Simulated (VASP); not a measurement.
Input of a VASP 6.6.1 run:

POSCAR

```
RbBr
1.0
    4.0982043437      0.1292028931      0.1292028931
    0.1292028931      4.0982043437      0.1292028931
    0.1292028931      0.1292028931      4.0982043437
Rb Br
1 1
Direct
    0.0000000000      0.0000000000      0.0000000000
    0.5000000000      0.5000000000      0.5000000000
```

The input INCAR.step1:

```
SYSTEM = RbBr
  ALGO = Normal
  EDIFF = 1E-5
  ENCUT = 520
  GGA = PE
  ISIF = 2
  ISMEAR = 0
  LASPH = .TRUE.
  LREAL = .FALSE.
  LWAVE = .TRUE.
  NBANDS = 15
  NELM = 80
  PREC = Accurate
  SIGMA = 0.01
```

The input INCAR.step2:

```
SYSTEM = RbBr
  ALGO = Normal
  EDIFF = 1E-7
  ENCUT = 520
  GGA = PE
  HFSCREEN = 0.2079
  ISIF = 2
  ISMEAR = 0
  ISTART = 1
  LASPH = .TRUE.
  LCHARG = .TRUE.
  LELF = .TRUE.
  LHFCALC = .TRUE.
  LREAL = .FALSE.
  LVHAR = .TRUE.
  LWAVE = .FALSE.
  NBANDS = 15
  NELM = 80
  PREC = Accurate
  PRECFOCK = Normal
  SIGMA = 0.01
```

Contents of KPOINTS:

```
k-points
0
G
  4 4 4
  0 0 0
```

Potentials or basis: VASP PAW PBE potentials, release 64 (Rb_sv, Br).

Launch:

```sh
$ cat potpaw_PBE.64/Rb_sv/POTCAR potpaw_PBE.64/Br/POTCAR > POTCAR
$ cp INCAR.step1 INCAR
$ mpirun -np 1 vasp_std > vasp.out
$ cp INCAR.step2 INCAR
$ mpirun -np 1 vasp_std > vasp.out
```

(1) Estimate the band gap on the k mesh.

(2) What does it give for the pressure?

## Answers

(1) 5.36 eV, indirect (least direct gap 5.47 eV).

(2) 1.1 GPa.

Caveat: the cell differs from its parent crystal (epitaxial 111 strain -3.9%); the PAW data sets were made with another functional, which shifts forces and pressure a little.
